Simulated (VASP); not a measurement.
Wanted: the native input for a VASP 6.6.1 run.

| Quantity | Value |
| --- | --- |
| Task | relaxation of volume and atoms at fixed shape |
| Functional | PBEsol |
| Potentials or basis | VASP PAW PBE potentials, release 64 (Ta_pv, H) |
| Cutoff | 600 eV |
| k mesh | 9 × 9 × 5 |
| Occupations | fermi-dirac, width 0.02 eV |
| Spin | no spin polarisation |
| Dipole correction | no |
| Further INCAR settings | ALGO = Normal; EDIFF = 1e-07; IBRION = 2; EDIFFG = -0.01; NSW = 80; ISIF = 8 |

The structure of Ta2H lies in POSCAR:

```
Ta2H
1.0
    1.7204950000     -2.3714690000      0.0000000000
    1.7204950000      2.3714690000      0.0000000000
    0.0000000000      0.0000000000      4.7585690000
Ta H
2 1
Direct
    0.0000000000      0.5000000000      0.2645700000
    0.5000000000      0.0000000000      0.7354300000
    0.0000000000      0.0000000000      0.0000000000
```

One way to write it, as run:

INCAR

```
  PREC = Accurate
  ENCUT = 600
  EDIFF = 1E-7
  ISMEAR = -1
  SIGMA = 0.02
  LREAL = False
  LASPH = True
  NELM = 60
  ALGO = Normal
  ISIF = 8
  LWAVE = False
  LCHARG = False
  GGA = PS
  IBRION = 2
  NSW = 80
  EDIFFG = -0.01
```

KPOINTS

```
Automatic mesh
0
Gamma
  9 9 5
```

Potentials or basis: VASP PAW PBE potentials, release 64 (Ta_pv, H).

Command:

```sh
$ cat potpaw_PBE.64/Ta_pv/POTCAR potpaw_PBE.64/H/POTCAR > POTCAR
$ mpirun -np 1 vasp_std > vasp.out
```

It gave:

```
Relaxed volume                        : 12.71 Å³/atom
Relaxed cell                          : a = 2.912 Å, b = 2.912 Å, c = 4.730 Å, α = 90.00°, β = 90.00°, γ = 108.08°
Space group after relaxing (to 0.1 Å) : C222 (No. 21)
Energy gained by relaxing             : 2.9 meV/atom
Ionic steps                           : 5
Pressure after relaxing               : -0.1 GPa
Largest force after relaxing          : 0.003 eV/Å
Band gap on the k mesh                : zero (an odd number of electrons rules out a gap without spin polarisation)
```

Caveat: the PAW data sets were made with another functional, which shifts forces and pressure a little; spin-orbit coupling is left out, which moves the levels of the heavy elements.

Wall time 58 s on 1 thread of AMD EPYC 9R45 96-Core Processor (Zen 5), with other jobs on the host, peak memory 0.18 GiB.
